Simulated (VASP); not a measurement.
Ta2Ti:

```
Ti Ta
1.0
     2.75972    0.00000    0.00000
     0.00000    2.75972    0.00000
     0.00000    0.00000    5.72100
Ti Ta
1 2
Cartesian
  0.0000 0.0000 0.0000
  1.3799 1.3799 1.6266
  1.3799 1.3799 4.0944
```

```yaml
Program: VASP 6.6.1
Task: relaxation of cell and atoms
Functional: PBE
Potentials_or_basis: VASP PAW PBE potentials, release 64 (Ti_sv, Ta_pv)
Cutoff: 600 eV
k_mesh: 6 × 6 × 4
Occupations: gaussian, width 0.1 eV
Spin: no spin polarisation
```

At the start: pressure 67.1 GPa; volume 14.52 Å³/atom.

Problem. How do energy, volume and symmetry change on relaxing?

Solution. Over 17 steps the energy falls by 996.6 meV/atom and the volume is 18.83 Å³/atom (+29.7 %); space group P4/mmm (No. 123, to 0.05 Å).

The path:
```
step  energy change (eV)  largest force (eV/Å)  pressure (GPa)  volume (Å³)
   1              0.0000                1.3092           67.11        43.57
   2              2.8871                0.0736          -27.01        94.20
   3             -2.5160                0.2096           -1.84        58.62
   4             -2.5592                0.1580           -0.93        58.28
   5             -2.8221                0.4681           -2.33        58.45
   6             -2.8990                0.5957           -2.98        58.36
   7             -2.7847                0.3717           -0.91        57.63
   8             -2.9144                0.6007           -2.90        58.29
   9             -2.9086                0.5138           -2.19        58.02
  10             -2.9231                0.5845           -2.75        58.23
  11             -2.9248                0.5622           -2.70        58.17
  12             -2.9246                0.5730           -2.76        58.20
  13             -2.9410                0.5192            4.49        55.22
  14             -2.9519                0.5261            1.50        56.35
  15             -2.9830                0.2257            0.38        56.44
  16             -2.9850                0.2139           -0.43        56.56
  17             -2.9899                0.0262           -0.14        56.50
```

Final structure:
```xyz
3
Lattice="2.7877 0.0000 0.0000 0.0000 2.7877 0.0000 0.0000 0.0000 7.2706" Properties=species:S:1:pos:R:3 pbc="T T T"
Ti    0.0000    0.0000    0.0000
Ta    1.3938    1.3938    2.2151
Ta    1.3938    1.3938    5.0555
```

Caveat: the k points lie up to 0.38 Å⁻¹ apart in the final cell; the volume moved by over 15 % at a fixed basis, so the end points are rough.
